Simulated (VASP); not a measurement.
Here is a VASP 6.6.1 calculation.

The input INCAR:

```
SYSTEM = Ge
PREC = Accurate ; ENCUT = 520
EDIFF = 1E-6 ; ISMEAR = 0
SIGMA = 0.15 ; LREAL = .False.
LASPH = .True. ; NELM = 100
ALGO = Normal ; ISIF = 2
LWAVE = .False. ; LCHARG = .False.
GGA = CA ; NBANDS = 21
```

File KPOINTS:

```
regular mesh
0
Gamma
  14 14 14
  0 0 0
```

The input POSCAR:

```
Ge
1.0
    0.0000000000      2.7439069000      2.8287700000
    2.8287700000      0.0000000000      2.8287700000
    2.8287700000      2.7439069000      0.0000000000
Ge
2
Direct
    0.5000000000      0.5000000000      0.5000000000
    0.7500000000      0.7500000000      0.7500000000
```

Potentials or basis: VASP PAW LDA potentials, release 64 (Ge_d).

Command:

```bash
$ cat potpaw_LDA.64/Ge_d/POTCAR > POTCAR
$ mpirun -np 1 vasp_std > vasp.out
```

What does it give for the pressure?

1.1 GPa.

Stress tensor (GPa, compression positive):
```
0.39 0.00 0.00
0.00 2.55 0.00
0.00 0.00 0.39
```

Caveat: the cell differs from its parent crystal (strain -0.0300 x Voigt [0, 1, 0, 0, 0, 0]).
